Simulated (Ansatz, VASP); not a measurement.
## Two plane-wave programs on TaN

File INCAR:

```
SYSTEM = TaN
  PREC = Accurate
  ENCUT = 600
  EDIFF = 1E-6
  ISMEAR = 0
  SIGMA = 0.1
  LREAL = .FALSE.
  LASPH = .TRUE.
  NELM = 120
  ALGO = Normal
  ISIF = 2
  LWAVE = .FALSE.
  LCHARG = .FALSE.
  NBANDS = 15
  GGA_COMPAT = .FALSE.
```

KPOINTS

```
Automatic mesh
0
G
  9 9 6
  0 0 0
```

Contents of POSCAR:

```
TaN
1.0
    2.9300000000      0.0000000000      0.0000000000
   -1.4650000000      2.5374544000      0.0000000000
    0.0000000000      0.0000000000      2.8700000000
Ta N
1 1
Direct
    0.0000000000      0.0000000000      0.0000000000
    0.3333333000      0.6666667000      0.5000000000
```

Input for Ansatz:

```yaml
crystal:
  lattice:
    - [2.93, 0.0, 0.0]
    - [-1.465, 2.5374544, 0.0]
    - [0.0, 0.0, 2.87]
  atoms:
    - { symbol: Ta, position: [0.0, 0.0, 0.0] }
    - { symbol: "N", position: [0.3333333, 0.6666667, 0.5] }
basis:
  ecutwfc: 420
kpoints:
  mp_grid: { grid: [9, 9, 6] }
hamiltonian:
  xc: lda
  pseudopotentials: { kind: paw, azcp: { folder: soft_1 } }
scf:
  occupations: { method: gaussian, width: 0.1 }
output:
  forces: true
  stress: true
  eigenvalues: true
```

Alike in both runs: task single point; functional LDA; k mesh 9 × 9 × 6; occupations gaussian, width 0.1 eV; no spin polarisation.

|  | VASP | Ansatz |
| --- | --- | --- |
| version | VASP 6.6.1 | Ansatz 0.2.0 |
| potentials or method | VASP PAW LDA potentials, release 64 (Ta_pv, N), cutoff 600 eV | scalar-relativistic, plane waves, PAW |
| valence electrons in the cell | 16 | 18 |

|  | VASP | Ansatz | Ansatz less VASP |
| --- | --- | --- | --- |
| gap on the k mesh at the Fermi level (eV) | none | none | - |
| pressure (GPa) | -6.3 | -8.2 | -1.82 |
| traceless stress, the component that is largest in VASP (GPa) | -0.26 | -0.41 | -0.146 |

Ansatz warns that its potentials were made for another functional, while VASP's fit it. LDA's correlation is that of Perdew and Zunger in VASP and of Perdew and Wang (1992) in Ansatz. A gap of «none» marks a metal or a gap that the smearing closes. VASP's potentials hold 16 valence electrons a cell and Ansatz's 18, so a difference there can come from the potentials and not from the codes.

The k mesh is coarse, so the values compare programs but aren't converged. Neither program's run includes spin-orbit coupling.
